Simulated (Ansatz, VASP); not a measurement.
## Two plane-wave programs on F

```
F
1.0
     0.00000    1.72204    1.72204
     1.72204    0.00000    1.72204
     1.72204    1.72204    0.00000
F
1
Direct
  0.00000 0.00000 0.00000
```

Alike in both runs: functional PBE; k mesh 18 × 18 × 18; occupations fermi-dirac, width 0.08 eV; no spin polarisation.

Ansatz relaxed the structure, and its values are those at the end. VASP's run is a single point on that final structure, the one shown.

|  | VASP | Ansatz |
| --- | --- | --- |
| version | VASP 6.6.1 | Ansatz 0.2.0 |
| potentials or method | VASP PAW PBE potentials, release 64 (F) | PAW with Ansatz's default frozen-core files, scalar-relativistic |
| plane-wave cutoff (eV) | 520 | 420 |
| valence electrons in the cell | 7 | 7 |

```tsv
	VASP	Ansatz	Ansatz less VASP
pressure (GPa)	-0.6	0.0	+0.61
```

With one functional, cell and mesh, what is left measures potentials, basis and numerics.
